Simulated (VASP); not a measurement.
Ir, 1 atom in the cell. Symmetry: Fm-3m, No. 225, cubic system. Conventional cell: a = 3.831 Å, b = 3.831 Å, c = 3.831 Å, α = 90.00°, β = 90.00°, γ = 90.00°. Within 3.6 Å of Ir (site symmetry m-3m) lie 12 Ir at 2.71 Å. 

* Program: VASP 6.6.1
* Task: relaxation of cell and atoms
* Functional: LDA
* Potentials or basis: VASP PAW LDA potentials, release 64 (Ir)
* Cutoff: 600 eV
* k mesh: 12 × 12 × 12
* Occupations: fermi-dirac, width 0.05 eV
* Spin: no spin polarisation
* Dipole correction: no
* Further INCAR settings: ALGO = Normal; EDIFF = 1e-07; IBRION = 2; EDIFFG = -0.01; NSW = 60; ISIF = 3

Potentials or basis: VASP PAW LDA potentials, release 64 (Ir).

The run is started by

```sh
$ cat potpaw_LDA.64/Ir/POTCAR > POTCAR
$ mpirun -np 1 vasp_std > vasp.out
```

Hardware: 1 thread of Intel(R) Xeon(R) 6975P-C (Granite Rapids) (shared host).

Question: Estimate the wall time of this run.

Answer: Run time: 9.1 s on 1 thread of Intel(R) Xeon(R) 6975P-C (Granite Rapids), on a shared host, peak memory 0.16 GiB. Counts: scf iterations 27, k points 72, ion steps 3.
